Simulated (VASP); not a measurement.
# As (P6/mmm) in VASP: further runs, part 2 of 2

VASP 6.6.1.

### Step 3. Single point, LDA (volume scaled by 0.88)

The input, INCAR:

```
SYSTEM = As
  PREC = Accurate
  ENCUT = 520
  EDIFF = 1E-6
  ISMEAR = -1
  SIGMA = 0.1
  LREAL = .False.
  LASPH = .True.
  NELM = 60
  ALGO = Normal
  ISIF = 2
  LWAVE = .False.
  LCHARG = .False.
  GGA = CA
  NBANDS = 14
```

The input, KPOINTS:

```
regular mesh
0
Gamma
  9 9 13
  0 0 0
```

The input, POSCAR:

```
As
1.0
    4.5535818373      0.0000000000      0.0000000000
   -2.2767909187      3.9435175493      0.0000000000
    0.0000000000      0.0000000000      2.6500773780
As
3
Direct
    1.0000000000      1.0000000000      0.0000000000
    0.3333333333      0.6666666667      0.5000000000
    0.6666666667      0.3333333333      0.5000000000
```

Potentials or basis: VASP PAW LDA potentials, release 64 (As).

Launch:

```sh
cat potpaw_LDA.64/As/POTCAR > POTCAR
mpirun -np 1 vasp_std > vasp.out
```

OUTCAR:

```text
SYSTEM = As
   PREC = Accurate
   ENCUT = 520
   EDIFF = 1E-6
   ISMEAR = -1
   LREAL = .False.
   LASPH = .True.
   NELM = 60
   ISIF = 2
   GGA = CA

 ion  position               nearest neighbor table
   1  0.000  0.000  0.000-
   2  0.333  0.667  0.500-   3 2.63   3 2.63   3 2.63
   3  0.667  0.333  0.500-   2 2.63   2 2.63   2 2.63

  LATTYP: Found a hexagonal cell.
 ALAT       =     4.5535818373
 C/A-ratio  =     0.5819764468

  Lattice vectors:

 A1 = (   4.5535818373,   0.0000000000,   0.0000000000)
 A2 = (  -2.2767909187,   3.9435175493,   0.0000000000)
 A3 = (   0.0000000000,   0.0000000000,   2.6500773780)

Analysis of symmetry for initial positions (statically):
=====================================================================
 Subroutine PRICEL returns:
 Original cell was already a primitive cell.

 Routine SETGRP: Setting up the symmetry group for a
 hexagonal supercell.

 Subroutine GETGRP returns: Found 24 space group operations
 (whereof 24 operations were pure point group operations)
 out of a pool of 24 trial point group operations.

The static configuration has the point symmetry D_6h.

Analysis of symmetry for dynamics (positions and initial velocities):
=====================================================================
 Subroutine PRICEL returns:
 Original cell was already a primitive cell.

 Routine SETGRP: Setting up the symmetry group for a
 hexagonal supercell.

 Subroutine GETGRP returns: Found 24 space group operations
 (whereof 24 operations were pure point group operations)
 out of a pool of 24 trial point group operations.

The dynamic configuration has the point symmetry D_6h.

 Subroutine INISYM returns: Found 24 space group operations
 (whereof 24 operations are pure point group operations),
 and found     1 'primitive' translations

----------------------------------------------------------------------------------------

                                     Primitive cell

  volume of cell :      47.5878

  direct lattice vectors                    reciprocal lattice vectors
     4.553581837  0.000000000  0.000000000     0.219607341  0.126790358  0.000000000
    -2.276790919  3.943517549  0.000000000     0.000000000  0.253580715  0.000000000
     0.000000000  0.000000000  2.650077378     0.000000000  0.000000000  0.377347472

  length of vectors
     4.553581837  4.553581837  2.650077378     0.253580715  0.253580715  0.377347472

  position of ions in fractional coordinates (direct lattice)
     0.000000000  0.000000000  0.000000000
     0.333333333  0.666666667  0.500000000
     0.666666667  0.333333333  0.500000000

  ion indices of the primitive-cell ions
   primitive index   ion index
                 1           1
                 2           2
                 3           3

----------------------------------------------------------------------------------------

 KPOINTS: regular mesh

Automatic generation of k-mesh.
 Grid dimensions read from file:
 generate k-points for:    9    9   13

 Generating k-lattice:

  Cartesian coordinates                     Fractional coordinates (reciprocal lattice)
     0.024400816  0.014087818  0.000000000     0.111111111  0.000000000  0.000000000
     0.000000000  0.028175635  0.000000000     0.000000000  0.111111111  0.000000000
     0.000000000  0.000000000  0.029026729     0.000000000  0.000000000  0.076923077
[... 42 lines left out ...]
   dimension x,y,z NGX =    36 NGY =   36 NGZ =   20
   dimension x,y,z NGXF=    72 NGYF=   72 NGZF=   40
   ions per type =               3
   NGX,Y,Z   is equivalent  to a cutoff of  13.14, 13.14, 12.55 a.u.
   NGXF,Y,Z  is equivalent  to a cutoff of  26.29, 26.29, 25.09 a.u.
 SYSTEM =  As
   PREC   = accura    normal or accurate (medium, high low for compatibility)
   ISTART =      0    job   : 0-new  1-cont  2-samecut
   ICHARG =      2    charge: 1-file 2-atom 10-const
   ISPIN  =      1    spin polarized calculation?
   LNONCOLLINEAR =      F non collinear calculations
   LSORBIT =      F    spin-orbit coupling
   LASPH  =      T    aspherical Exc in radial PAW
   ENCUT  =  520.0 eV  38.22 Ry    6.18 a.u.   8.47  8.47  4.93*2*pi/ulx,y,z
   NELM   =     60;   NELMIN=  2; NELMDL= -5     # of ELM steps
   EDIFF  = 0.1E-05   stopping-criterion for ELM
   LREAL  =      F    real-space projection
   EDIFFG = 0.1E-04   stopping-criterion for IOM
   NSW    =      0    number of steps for IOM
   IBRION =     -1    ionic relax: 0-MD 1-quasi-New 2-CG
   NFREE  =      0    steps in history (QN), initial steepest desc. (CG)
   ISIF   =      2    stress and relaxation
   ISYM   =      2    0-nonsym 1-usesym 2-fastsym
   POTIM  = 0.5000    time-step for ionic-motion
   TEBEG  =    0.0;   TEEND  =   0.0 temperature during run
   PSTRESS=    0.0 pullay stress
   NELECT =      15.0000    total number of electrons
   NUPDOWN=      -1.0000    fix difference up-down
   EMIN   =  10.00;   EMAX   =-10.00  energy-range for DOS
   EFERMI =   0.00;   METHOD = LEGACY
   ISMEAR =    -1;   SIGMA  =   0.10  broadening in eV -4-tet -1-fermi 0-gaus
   EFERMI_NEDOS =   21; number of points for ismear=-14 and -15
   IALGO  =     38    algorithm
   IMIX   =      4    mixing-type and parameters
     AMIX     =   0.40;   BMIX     =  1.00
     AMIX_MAG =   1.60;   BMIX_MAG =  1.00
  volume/ion in A,a.u.               =      15.86       107.05
  Fermi-wavevector in a.u.,A,eV,Ry     =   1.114141  2.105421 16.889045  1.241310
  Thomas-Fermi vector in A             =   2.250733
   LORBIT       =      0    0 simple, 1 ext, 2 COOP (PROOUT), +10 PAW based schemes
   GGA     = CA    functional components
   LHFCALC =     F    Hartree Fock is set to
   AEXX    =    0.0000 exact exchange contribution
   IVDW    =     0    specifies the selected vdW correction
   LEPSILON=     F    determine dielectric tensor
   LRPA    =     F    only Hartree local field effects (RPA)
 non-spin polarized calculation
  energy-cutoff  :      520.00
  volume of cell :       47.59
 maximum number of plane-waves:      1312
 NGX is ok and might be reduce to    36
   NGX = 17   NGY = 17   NGZ =  9

 number of electron      14.9999997 magnetization

 Free energy of the ion-electron system (eV)
  ---------------------------------------------------
  ext. energy  EPLUGINS =         0.00000000
  ---------------------------------------------------
  free energy    TOTEN  =       -14.67870297 eV

  energy without entropy =      -14.63059515  energy(sigma->0) =      -14.65464906

 E-fermi :   8.8436     XC(G=0): -11.6791

 val. band max:        8.8374333173   @ k =   0.1111   0.1111   0.4615
 cond. band min:       8.8608585890   @ k =   0.2222   0.2222   0.2308
 fundamental gap:      0.0234252717
 Fermi energy:         8.8436151541

 k-point     1 :       0.0000    0.0000    0.0000
  band No.  band energies     occupation
      1      -8.1151      2.00000
      2      -1.1617      2.00000
      3      -1.0144      2.00000
      4       3.0471      2.00000
      5       3.0471      2.00000
      6       3.3490      2.00000
      7       3.3490      2.00000
      8      11.7554      0.00000
      9      15.8475      0.00000
     10      15.8475      0.00000
     11      16.3566      0.00000
     12      17.0351      0.00000
     13      17.0778      0.00000
     14      22.3334      0.00000
[... 377 lines left out ...]
      1      -4.9771      2.00000
      2      -4.9771      2.00000
      3      -4.8236      2.00000
      4       4.7306      2.00000
      5       5.1694      2.00000
      6       5.1694      2.00000
      7      11.7706      0.00000
      8      11.7706      0.00000
      9      12.8181      0.00000
     10      13.1345      0.00000
     11      13.5909      0.00000
     12      13.5909      0.00000
     13      17.5365      0.00000
     14      17.6476      0.00000

 [... further k-points ...]

------------------------ aborting loop because EDIFF is reached ----------------------------------------

  FORCE on cell =-STRESS in cart. coord.  units (eV):
  Direction    XX          YY          ZZ          XY          YZ          ZX
  --------------------------------------------------------------------------------------
  -------------------------------------------------------------------------------------
  Total        4.3929897      4.3929897      6.3681944     -0.0000000      0.0000000      0.0000000
  in kB      147.9024219    147.9024219    214.4032762     -0.0000000      0.0000000      0.0000000
  external PRESSURE =     170.0693733 kB  Pullay stress =       0.0000000 kB

 VOLUME and BASIS-vectors are now :
 -----------------------------------------------------------------------------
  energy-cutoff  :      520.00
  volume of cell :       47.59
      direct lattice vectors                 reciprocal lattice vectors
     4.553581837  0.000000000  0.000000000     0.219607341  0.126790358  0.000000000
    -2.276790919  3.943517549  0.000000000     0.000000000  0.253580715  0.000000000
     0.000000000  0.000000000  2.650077378     0.000000000  0.000000000  0.377347472

 POSITION                                       TOTAL-FORCE (eV/Angst)
 -----------------------------------------------------------------------------------
      0.00000      0.00000      0.00000         0.000000      0.000000      0.000000
     -0.00000      2.62901      1.32504         0.000000     -0.000000      0.000000
      2.27679      1.31451      1.32504        -0.000000      0.000000      0.000000
 -----------------------------------------------------------------------------------
    total drift:                               -0.000000      0.000000     -0.000000

  FREE ENERGIE OF THE ION-ELECTRON SYSTEM (eV)
  ---------------------------------------------------
  free  energy   TOTEN  =       -14.6787029690 eV

  energy  without entropy=      -14.6305951462  energy(sigma->0) =      -14.65464906
```

It took 15 s on 1 thread of Intel Xeon Platinum 8559C (Emerald Rapids), shared host; peak memory 0.17 GiB.

Results:

- Free energy: -14.6787 eV
- Pressure: 17.0 GPa

### Step 4. Single point, LDA (volume scaled by 0.92)

The input, INCAR:

```
ALGO     = Normal         # electronic algorithm
EDIFF    = 1E-6           # SCF threshold, eV
ENCUT    = 520            # plane-wave cutoff, eV
GGA      = CA             # functional
ISIF     = 2              # what is computed and relaxed
ISMEAR   = -1             # smearing method
LASPH    = True           # aspherical terms in the spheres
LCHARG   = False          # write CHGCAR
LREAL    = False          # projectors in reciprocal space
LWAVE    = False          # write WAVECAR
NBANDS   = 14             # bands
NELM     = 100            # most SCF steps
PREC     = Accurate       # precision mode
SIGMA    = 0.1            # smearing width, eV
```

The input, KPOINTS:

```
k-points
0
Gamma
  9 9 13
```

The input, POSCAR:

```
As
1.0
    4.6215557667      0.0000000000      0.0000000000
   -2.3107778834      4.0023846990      0.0000000000
    0.0000000000      0.0000000000      2.6896366039
As
3
Direct
    1.0000000000      1.0000000000      0.0000000000
    0.3333333333      0.6666666667      0.5000000000
    0.6666666667      0.3333333333      0.5000000000
```

Launch:

```sh
cat potpaw_LDA.64/As/POTCAR > POTCAR
mpirun -np 1 vasp_std > vasp.out
```

Run time: 16 s. Hardware: 1 thread of Intel Xeon Platinum 8559C (Emerald Rapids), shared host; peak memory 0.17 GiB.

It converged, with:

| Property | Result |
| --- | --- |
| Free energy | -14.8619 eV |
| Pressure | 10.4 GPa |

Stress tensor (GPa, compression positive):
```
 8.52  0.00  0.00
 0.00  8.52  0.00
 0.00  0.00 14.02
```

Levels at points of the mesh, in eV from the Fermi level:
```tsv
k point	band 6	band 7	band 8	band 9	band 10	band 11
(0.00, 0.00, 0.00)	-5.19	-5.19	2.82	6.62	6.62	7.46
```

### Step 5. Single point, LDA (volume scaled by 1.04)

The input, INCAR:

```
SYSTEM = As
PREC     = Accurate       ! precision mode
ENCUT    = 520            ! plane-wave cutoff, eV
EDIFF    = 1E-6           ! SCF threshold, eV
ISMEAR   = -1             ! smearing method
SIGMA    = 0.1            ! smearing width, eV
LREAL    = .FALSE.        ! projectors in reciprocal space
LASPH    = .TRUE.         ! aspherical terms in the spheres
NELM     = 100            ! most SCF steps
ALGO     = Normal         ! electronic algorithm
ISIF     = 2              ! what is computed and relaxed
LWAVE    = .FALSE.        ! write WAVECAR
LCHARG   = .FALSE.        ! write CHGCAR
GGA      = CA             ! functional
NBANDS   = 14             ! bands
```

The input, KPOINTS:

```
Automatic mesh
0
G
  9 9 13
  0 0 0
```

The input, POSCAR:

```
As
1.0
    4.8143393787      0.0000000000      0.0000000000
   -2.4071696893      4.1693402044      0.0000000000
    0.0000000000      0.0000000000      2.8018321254
As
3
Direct
    1.0000000000      1.0000000000      0.0000000000
    0.3333333333      0.6666666667      0.5000000000
    0.6666666667      0.3333333333      0.5000000000
```

Launch:

```sh
cat potpaw_LDA.64/As/POTCAR > POTCAR
mpirun -np 1 vasp_std > vasp.out
```

It took 17 s on 1 thread of Intel Xeon Platinum 8559C (Emerald Rapids), shared host; peak memory 0.18 GiB.

The run converged. Its results:

```
Free energy : -14.9850 eV
Pressure    : -2.9 GPa
```

Stress tensor (GPa, compression positive):
```
-3.63  0.00  0.00
 0.00 -3.63  0.00
 0.00  0.00 -1.43
```

Levels at points of the mesh, in eV from the Fermi level:
| k point | band 4 | band 5 | band 6 | band 7 | band 8 | band 9 | band 10 | band 11 | band 12 | band 13 |
| --- | --- | --- | --- | --- | --- | --- | --- | --- | --- | --- |
| (0.00, 0.00, 0.00) | -4.71 | -4.71 | -4.42 | -4.42 | 2.55 | 5.66 | 5.66 | 6.63 | 6.64 | 7.33 |

### Step 6. Single point, LDA (volume scaled by 1.08)

The input, INCAR:

```
ALGO = Normal
EDIFF = 1E-7
ENCUT = 520
ISIF = 2
ISMEAR = -1
LASPH = T
LCHARG = F
LREAL = F
LWAVE = F
NBANDS = 14
NELM = 80
PREC = Accurate
SIGMA = 0.1
```

The input, KPOINTS:

```
k-points
0
Gamma
  9 9 13
```

The input, POSCAR:

```
As
1.0
    4.8752868536      0.0000000000      0.0000000000
   -2.4376434268      4.2221222659      0.0000000000
    0.0000000000      0.0000000000      2.8373021203
As
3
Direct
    1.0000000000      1.0000000000      0.0000000000
    0.3333333333      0.6666666667      0.5000000000
    0.6666666667      0.3333333333      0.5000000000
```

Potentials or basis: VASP PAW LDA potentials, release 64 (As).

Launch:

```sh
cat potpaw_LDA.64/As/POTCAR > POTCAR
mpirun -np 1 vasp_std > vasp.out
```

Wall time 21 s (1 thread of Intel Xeon Platinum 8559C (Emerald Rapids), shared host); peak memory 0.18 GiB.

Results (log left out):

```yaml
Free_energy: -14.9263 eV
Pressure: -5.7 GPa
```

Stress tensor (GPa, compression positive):
```
-6.13  0.00  0.00
 0.00 -6.13  0.00
 0.00  0.00 -4.89
```

Levels at points of the mesh, in eV from the Fermi level:
```tsv
k point	band 4	band 5	band 6	band 7	band 8	band 9	band 10	band 11	band 12	band 13
(0.00, 0.00, 0.00)	-4.49	-4.49	-4.21	-4.21	2.47	5.39	5.39	6.32	6.32	7.29
```

### Step 7. Overview

| cell | k mesh | gap on the mesh (eV) | pressure (GPa) |
| --- | --- | --- | --- |
| a = 4.752, b = 4.752, c = 2.765 Å, angles 90.0, 90.0, 120.0°, 3 atoms | 8 × 8 × 11 | none | 0.3 |
| a = 4.554, b = 4.554, c = 2.650 Å, angles 90.0, 90.0, 120.0°, 3 atoms | 9 × 9 × 13 | none | 17.0 |
| a = 4.622, b = 4.622, c = 2.690 Å, angles 90.0, 90.0, 120.0°, 3 atoms | 9 × 9 × 13 | none | 10.4 |
| a = 4.814, b = 4.814, c = 2.802 Å, angles 90.0, 90.0, 120.0°, 3 atoms | 9 × 9 × 13 | none | -2.9 |
| a = 4.875, b = 4.875, c = 2.837 Å, angles 90.0, 90.0, 120.0°, 3 atoms | 9 × 9 × 13 | none | -5.7 |

Alike in all rows: task single point; level LDA; potentials or basis VASP PAW LDA potentials, release 64 (As); no spin polarisation; cutoff (eV) 520; smearing fermi-dirac 0.1 eV.

Absolute energies hang on the potentials; compare differences alone.
